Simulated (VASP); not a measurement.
# AlN (P6_3mc) in VASP: notebook

AlN is run at these levels: PBE, LDA, PBEsol; tasks: single point.

All numbers are computed with VASP 6.6.1; they aren't measurements. Logs are shortened: lines on timing, memory, paths and dates and some standing lists are left out, and cuts for length are marked.

**What was measured.**

“Structural and optical properties of self-assembled AlN nanowires grown on SiO2/Si substrates by molecular beam epitaxy”, 2024, arxiv:2402.00216 quotes, for a bulk crystal of AlN at 0 K: band gap 6.0343 eV (an exciton energy, a little under the gap).

The results are compared with them further down.

### Step 1. The cell of the first run

Symmetry: P6_3mc, No. 186, hexagonal system. The conventional cell has a = 3.113 Å, b = 3.113 Å, c = 4.981 Å, α = 90.00°, β = 90.00°, γ = 120.00°. Within 2.5 Å of Al (site symmetry 3m) lie 4 N at 1.89 Å. N (site symmetry 3m) has 4 Al at 1.89 Å within 2.5 Å.

### Step 2. Single point, PBE

INCAR

```
ALGO = Normal
EDIFF = 1E-6
ENCUT = 600
GGA = PE
GGA_COMPAT = F
ISIF = 2
ISMEAR = 0
LASPH = T
LCHARG = F
LREAL = F
LWAVE = F
NBANDS = 16
NELM = 120
PREC = Accurate
SIGMA = 0.01
```

KPOINTS

```
k-points
0
Gamma
  7 7 4
```

POSCAR

```
AlN
1.0
    3.1130000000      0.0000000000      0.0000000000
   -1.5565000000      2.6959370820      0.0000000000
    0.0000000000      0.0000000000      4.9810000000
Al N
2 2
Direct
    0.3333333333      0.6666666667      0.0000000000
    0.6666666667      0.3333333333      0.5000000000
    0.3333333333      0.6666666667      0.3800000000
    0.6666666667      0.3333333333      0.8800000000
```

Potentials or basis: VASP PAW PBE potentials, release 64 (Al, N).

Launch:

```
$ cat potpaw_PBE.64/Al/POTCAR potpaw_PBE.64/N/POTCAR > POTCAR
$ mpirun -np 1 vasp_std > vasp.out
```

OUTCAR:

```text
EDIFF = 1E-6
   ENCUT = 600
   GGA = PE
   ISIF = 2
   ISMEAR = 0
   LASPH = T
   LREAL = F
   NELM = 120
   PREC = Accurate

 ion  position               nearest neighbor table
   1  0.333  0.667  0.000-   3 1.89   4 1.89   4 1.89   4 1.89   2 3.07   2 3.07   2 3.07   2 3.07
                             2 3.07   2 3.07
   2  0.667  0.333  0.500-   4 1.89   3 1.89   3 1.89   3 1.89   1 3.07   1 3.07   1 3.07   1 3.07
                             1 3.07   1 3.07
   3  0.333  0.667  0.380-   1 1.89   2 1.89   2 1.89   2 1.89
   4  0.667  0.333  0.880-   2 1.89   1 1.89   1 1.89   1 1.89

  LATTYP: Found a hexagonal cell.
 ALAT       =     3.1130000000
 C/A-ratio  =     1.6000642467

  Lattice vectors:

 A1 = (   3.1130000000,   0.0000000000,   0.0000000000)
 A2 = (  -1.5565000000,   2.6959370820,   0.0000000000)
 A3 = (   0.0000000000,   0.0000000000,   4.9810000000)

Analysis of symmetry for initial positions (statically):
=====================================================================
 Subroutine PRICEL returns:
 Original cell was already a primitive cell.

 Routine SETGRP: Setting up the symmetry group for a
 hexagonal supercell.

 Subroutine GETGRP returns: Found 12 space group operations
 (whereof  6 operations were pure point group operations)
 out of a pool of 24 trial point group operations.

The static configuration has the point symmetry C_3v.
 The point group associated with its full space group is C_6v.

Analysis of symmetry for dynamics (positions and initial velocities):
=====================================================================
 Subroutine PRICEL returns:
 Original cell was already a primitive cell.

 Routine SETGRP: Setting up the symmetry group for a
 hexagonal supercell.

 Subroutine GETGRP returns: Found 12 space group operations
 (whereof  6 operations were pure point group operations)
 out of a pool of 24 trial point group operations.

The dynamic configuration has the point symmetry C_3v.
 The point group associated with its full space group is C_6v.

 Subroutine INISYM returns: Found 12 space group operations
 (whereof  6 operations are pure point group operations),
 and found     1 'primitive' translations

----------------------------------------------------------------------------------------

                                     Primitive cell

  volume of cell :      41.8028

  direct lattice vectors                    reciprocal lattice vectors
     3.113000000  0.000000000  0.000000000     0.321233537  0.185464269  0.000000000
    -1.556500000  2.695937082  0.000000000     0.000000000  0.370928538  0.000000000
     0.000000000  0.000000000  4.981000000     0.000000000  0.000000000  0.200762899

  length of vectors
     3.113000000  3.113000000  4.981000000     0.370928538  0.370928538  0.200762899

  position of ions in fractional coordinates (direct lattice)
     0.333333333  0.666666667  0.000000000
     0.666666667  0.333333333  0.500000000
     0.333333333  0.666666667  0.380000000
     0.666666667  0.333333333  0.880000000

  ion indices of the primitive-cell ions
   primitive index   ion index
                 1           1
                 2           2
                 3           3
                 4           4

----------------------------------------------------------------------------------------

 KPOINTS: k-points

Automatic generation of k-mesh.
 Grid dimensions read from file:
 generate k-points for:    7    7    4

 Generating k-lattice:

  Cartesian coordinates                     Fractional coordinates (reciprocal lattice)
     0.045890505  0.026494896  0.000000000     0.142857143  0.000000000  0.000000000
     0.000000000  0.052989791  0.000000000     0.000000000  0.142857143  0.000000000
     0.000000000  0.000000000  0.050190725     0.000000000  0.000000000  0.250000000

  Length of vectors
     0.052989791  0.052989791  0.050190725

  Shift w.r.t. Gamma in fractional coordinates (k-lattice)
     0.000000000  0.000000000  0.000000000

 Subroutine IBZKPT returns following result:
 ===========================================

 Found     24 irreducible k-points:

 Following reciprocal coordinates:
            Coordinates               Weight
  0.000000  0.000000  0.000000      1.000000
  0.142857  0.000000  0.000000      6.000000
  0.285714  0.000000  0.000000      6.000000
  0.428571  0.000000  0.000000      6.000000
  0.142857  0.142857  0.000000      6.000000
  0.285714  0.142857  0.000000     12.000000
[... 16 lines left out ...]
  0.428571  0.142857  0.500000      6.000000
  0.285714  0.285714  0.500000      6.000000
   k-points           NKPTS =     24   k-points in BZ     NKDIM =     24   number of bands    NBANDS=     16
   number of dos      NEDOS =    301   number of ions     NIONS =      4
   total plane-waves  NPLWV =  31360
   dimension x,y,z NGX =    28 NGY =   28 NGZ =   40
   dimension x,y,z NGXF=    56 NGYF=   56 NGZF=   80
   ions per type =               2   2
   NGX,Y,Z   is equivalent  to a cutoff of  14.95, 14.95, 13.35 a.u.
   NGXF,Y,Z  is equivalent  to a cutoff of  29.91, 29.91, 26.70 a.u.
 SYSTEM =  unknown system
   PREC   = accura    normal or accurate (medium, high low for compatibility)
   ISTART =      0    job   : 0-new  1-cont  2-samecut
   ICHARG =      2    charge: 1-file 2-atom 10-const
   ISPIN  =      1    spin polarized calculation?
   LNONCOLLINEAR =      F non collinear calculations
   LSORBIT =      F    spin-orbit coupling
   LASPH  =      T    aspherical Exc in radial PAW
   ENCUT  =  600.0 eV  44.10 Ry    6.64 a.u.   6.22  6.22  9.95*2*pi/ulx,y,z
   NELM   =    120;   NELMIN=  2; NELMDL= -5     # of ELM steps
   EDIFF  = 0.1E-05   stopping-criterion for ELM
   LREAL  =      F    real-space projection
[... 7 lines left out ...]
   TEBEG  =    0.0;   TEEND  =   0.0 temperature during run
   PSTRESS=    0.0 pullay stress
   NELECT =      16.0000    total number of electrons
   NUPDOWN=      -1.0000    fix difference up-down
   EMIN   =  10.00;   EMAX   =-10.00  energy-range for DOS
   EFERMI =   0.00;   METHOD = LEGACY
   ISMEAR =     0;   SIGMA  =   0.01  broadening in eV -4-tet -1-fermi 0-gaus
   EFERMI_NEDOS =   21; number of points for ismear=-14 and -15
   IALGO  =     38    algorithm
   IMIX   =      4    mixing-type and parameters
     AMIX     =   0.40;   BMIX     =  1.00
     AMIX_MAG =   1.60;   BMIX_MAG =  1.00
  volume/ion in A,a.u.               =      10.45        70.52
  Fermi-wavevector in a.u.,A,eV,Ry     =   1.188629  2.246183 19.222843  1.412839
  Thomas-Fermi vector in A             =   2.324754
   LORBIT       =      0    0 simple, 1 ext, 2 COOP (PROOUT), +10 PAW based schemes
   GGA     = PE    functional components
   LHFCALC =     F    Hartree Fock is set to
   AEXX    =    0.0000 exact exchange contribution
   IVDW    =     0    specifies the selected vdW correction
   LEPSILON=     F    determine dielectric tensor
   LRPA    =     F    only Hartree local field effects (RPA)
 non-spin polarized calculation
 Gauss-broadening in eV      SIGMA  =   0.01
  energy-cutoff  :      600.00
  volume of cell :       41.80
 maximum number of plane-waves:      1412
 NGX is ok and might be reduce to    28
   NGX = 13   NGY = 13   NGZ = 19

 number of electron      16.0000000 magnetization

 Free energy of the ion-electron system (eV)
  ---------------------------------------------------
  ext. energy  EPLUGINS =         0.00000000
  ---------------------------------------------------
  free energy    TOTEN  =       -29.77398927 eV

  energy without entropy =      -29.77398927  energy(sigma->0) =      -29.77398927

 E-fermi :   6.2174     XC(G=0): -10.9069

 val. band max:        6.1214517194   @ k =   0.0000   0.0000   0.0000
 cond. band min:      10.3451726978   @ k =   0.0000   0.0000   0.0000
 fundamental gap:      4.2237209784
 Fermi energy:         6.2174325887

 k-point     1 :       0.0000    0.0000    0.0000
  band No.  band energies     occupation
      1      -9.0381      2.00000
      2      -6.8898      2.00000
      3       0.1483      2.00000
      4       5.2898      2.00000
      5       5.2898      2.00000
      6       5.9419      2.00000
[... 8 lines left out ...]
     15      19.2858      0.00000
     16      19.2858      0.00000

 k-point     2 :       0.1429    0.0000    0.0000
  band No.  band energies     occupation
      1      -8.7818      2.00000
      2      -6.7493      2.00000
      3       0.4548      2.00000
      4       4.1924      2.00000
      5       4.9224      2.00000
      6       4.9848      2.00000
[... 8 lines left out ...]
     15      18.7888      0.00000
     16      19.0961      0.00000

 k-point     3 :       0.2857    0.0000    0.0000
  band No.  band energies     occupation
      1      -8.0868      2.00000
      2      -6.4499      2.00000
      3       1.3203      2.00000
      4       2.2235      2.00000
      5       3.3009      2.00000
      6       4.4555      2.00000
[... 8 lines left out ...]
     15      18.2224      0.00000
     16      19.9103      0.00000

 k-point     4 :       0.4286    0.0000    0.0000
  band No.  band energies     occupation
      1      -7.2616      2.00000
      2      -6.3446      2.00000
      3       0.8868      2.00000
      4       2.1506      2.00000
      5       2.4934      2.00000
      6       4.1084      2.00000
[... 8 lines left out ...]
     15      18.7797      0.00000
     16      21.4171      0.00000
[... 324 lines left out ...]
 k-point    22 :       0.2857    0.1429    0.5000
  band No.  band energies     occupation
      1      -6.9444      2.00000
      2      -6.9444      2.00000
      3       1.2654      2.00000
      4       1.2654      2.00000
      5       3.9145      2.00000
      6       3.9145      2.00000
[... 8 lines left out ...]
     15      19.3588      0.00000
     16      19.3588      0.00000

 k-point    23 :       0.4286    0.1429    0.5000
  band No.  band energies     occupation
      1      -6.6340      2.00000
      2      -6.6340      2.00000
      3       0.7551      2.00000
      4       0.7551      2.00000
      5       3.6288      2.00000
      6       3.6288      2.00000
[... 8 lines left out ...]
     15      19.8175      0.00000
     16      19.8175      0.00000

 k-point    24 :       0.2857    0.2857    0.5000
  band No.  band energies     occupation
      1      -6.5707      2.00000
      2      -6.5707      2.00000
      3       1.1838      2.00000
      4       1.1838      2.00000
      5       2.6766      2.00000
      6       2.6766      2.00000
[... 8 lines left out ...]
     15      19.6541      0.00000
     16      19.6541      0.00000

------------------------ aborting loop because EDIFF is reached ----------------------------------------

  FORCE on cell =-STRESS in cart. coord.  units (eV):
  Direction    XX          YY          ZZ          XY          YZ          ZX
  --------------------------------------------------------------------------------------
  -------------------------------------------------------------------------------------
  Total        0.7288943      0.7288943      1.1586000      0.0000000      0.0000000      0.0000000
  in kB       27.9363536     27.9363536     44.4056975      0.0000000      0.0000000      0.0000000
  external PRESSURE =      33.4261349 kB  Pullay stress =       0.0000000 kB

 VOLUME and BASIS-vectors are now :
 -----------------------------------------------------------------------------
  energy-cutoff  :      600.00
  volume of cell :       41.80
      direct lattice vectors                 reciprocal lattice vectors
     3.113000000  0.000000000  0.000000000     0.321233537  0.185464269  0.000000000
    -1.556500000  2.695937082  0.000000000     0.000000000  0.370928538  0.000000000
     0.000000000  0.000000000  4.981000000     0.000000000  0.000000000  0.200762899

 POSITION                                       TOTAL-FORCE (eV/Angst)
 -----------------------------------------------------------------------------------
     -0.00000      1.79729      0.00000         0.000000     -0.000000     -0.129261
      1.55650      0.89865      2.49050        -0.000000      0.000000     -0.129261
     -0.00000      1.79729      1.89278        -0.000000      0.000000      0.129261
      1.55650      0.89865      4.38328         0.000000      0.000000      0.129261
 -----------------------------------------------------------------------------------
    total drift:                               -0.000000      0.000000      0.000402

  FREE ENERGIE OF THE ION-ELECTRON SYSTEM (eV)
  ---------------------------------------------------
  free  energy   TOTEN  =       -29.7739892724 eV

  energy  without entropy=      -29.7739892724  energy(sigma->0) =      -29.77398927
```

Run time: 15 s. Hardware: 1 thread of AMD EPYC 7R13 (Zen 3), shared host; peak memory 0.14 GiB.

Results:

```
Free energy            : -29.7740 eV
Pressure               : 3.3 GPa
Largest force          : 0.129 eV/Å
Band gap on the k mesh : 4.22 eV
```

Forces on the atoms (eV/Å):
```
Al   0.000  0.000 -0.129
Al   0.000  0.000 -0.129
N    0.000  0.000  0.129
N    0.000  0.000  0.129
```

Stress tensor (GPa, compression positive):
```
2.79 0.00 0.00
0.00 2.79 0.00
0.00 0.00 4.44
```

Caveat: the cell stands under pressure. Expect the measured gap to be larger: semilocal functionals such as PBE lack the derivative discontinuity.

(Continued in part 2 of 2.)
